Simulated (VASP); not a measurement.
Write the native input for VASP 6.6.1 that does the following.

```
Task                   : single point
Functional             : LDA
Potentials or basis    : VASP PAW LDA potentials, release 64 (V_sv)
Cutoff                 : 520 eV
k mesh                 : 15 × 15 × 15
Occupations            : fermi-dirac, width 0.136057 eV
Spin                   : no spin polarisation
Dipole correction      : no
Further INCAR settings : ALGO = Normal; EDIFF = 1e-06; NBANDS = 12
```

The structure of V lies in POSCAR:

```
V
1.0
    0.0000000000      1.8668774564      1.8668774564
    1.8668774564      0.0000000000      1.8668774564
    1.8668774564      1.8668774564      0.0000000000
V
1
Direct
    0.0000000000      0.0000000000      0.0000000000
```

The input as run:

INCAR

```
PREC = Accurate
ENCUT = 520
EDIFF = 1E-6
ISMEAR = -1
SIGMA = 0.13605693000000002
LREAL = False
LASPH = True
NELM = 80
ALGO = Normal
ISIF = 2
LWAVE = False
LCHARG = False
GGA = CA
NBANDS = 12
```

KPOINTS

```
Automatic mesh
0
Gamma
  15 15 15
```

Potentials or basis: VASP PAW LDA potentials, release 64 (V_sv).

The run is started by

```sh
$ cat potpaw_LDA.64/V_sv/POTCAR > POTCAR
$ mpirun -np 1 vasp_std > vasp.out
```

It gave:

| Property | Result |
| --- | --- |
| Pressure | 0.1 GPa |

Run time: 13 s on 1 thread of AMD EPYC 9R45 (Zen 5), on a shared host, peak memory 0.1 GiB.
